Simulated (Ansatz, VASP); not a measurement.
# Hf: VASP beside Ansatz

The input POSCAR:

```
Hf
1.0
    3.1987335297      0.0000000000      0.0000000000
   -1.5993667648      2.7701844966      0.0000000000
    0.0000000000      0.0000000000      5.0505021987
Hf
2
Direct
    0.3333333333      0.6666666667      0.2500000000
    0.6666666667      0.3333333333      0.7500000000
```

File INCAR.step1:

```
SYSTEM = Hf
ALGO = Normal ; EDIFF = 1E-4
ENCUT = 520 ; GGA = PE
ISMEAR = 1 ; LASPH = .TRUE.
LCHARG = .FALSE. ; LREAL = .FALSE.
LWAVE = .TRUE. ; NBANDS = 17
NELM = 100 ; PREC = Accurate
SIGMA = 0.2
```

Contents of INCAR.step2:

```
SYSTEM = Hf
ALGO = Normal ; EDIFF = 1E-7
ENCUT = 520 ; ISIF = 2
ISMEAR = 1 ; ISTART = 1
LASPH = .TRUE. ; LCHARG = .FALSE.
LMIXTAU = .TRUE. ; LREAL = .FALSE.
LWAVE = .FALSE. ; METAGGA = R2SCAN
NBANDS = 17 ; NELM = 100
PREC = Accurate ; SIGMA = 0.2
```

File KPOINTS:

```
k-points
0
G
  11 11 6
  0 0 0
```

Input for Ansatz:

```yaml
crystal:
  lattice:
    - [3.1987335297, 0.0, 0.0]
    - [-1.5993667648, 2.7701844966, 0.0]
    - [0.0, 0.0, 5.0505021987]
  atoms:
    - { symbol: Hf, position: [0.3333333333, 0.6666666667, 0.25] }
    - { symbol: Hf, position: [0.6666666667, 0.3333333333, 0.75] }
hamiltonian:
  xc: r2scan
  pseudopotentials:
    kind: paw
    azcp:
      Hf: "pseudopotentials/Hf.paw.azcp"
basis:
  ecutwfc: 500
  fft_grid_basis: typed
kpoints:
  mp_grid: { grid: [11, 11, 6], shift: [0, 0, 0] }
magnetization:
  spin_polarized: false
scf:
  occupations: { method: methfessel_paxton, width: 0.2 }
  lower_state_search: "off"
output:
  stress: true
  write_density: true
  write_potential: true
  elf: true
  volumetric_format: npy
```

Alike in both runs: task single point; functional r2SCAN; k mesh 11 × 11 × 6; occupations methfessel-paxton of order 1, width 0.2 eV; no spin polarisation.

|  | VASP | Ansatz |
| --- | --- | --- |
| version | VASP 6.6.1 | Ansatz 0.2.0 |
| potentials or method | VASP PAW PBE potentials, release 64 (Hf_pv), cutoff 520 eV | plane waves (500 eV) with PAW, scalar-relativistic |
| valence electrons in the cell | 20 | 52 |

Ansatz gave:

* pressure (GPa): 0.0
* traceless stress, the component that is largest in VASP (GPa): -0.01

Problem. Estimate VASP's values.

Solution. Pressure (GPa): -0.6; traceless stress, the component that is largest in VASP (GPa): -0.11.

VASP's potentials were made for PBE, not for r2SCAN. The functional is the same, so the differences come from potentials, cutoffs and numerics. VASP's potentials hold 20 valence electrons a cell and Ansatz's 52, so a difference there can come from the potentials and not from the codes.

Neither program's run includes spin-orbit coupling.
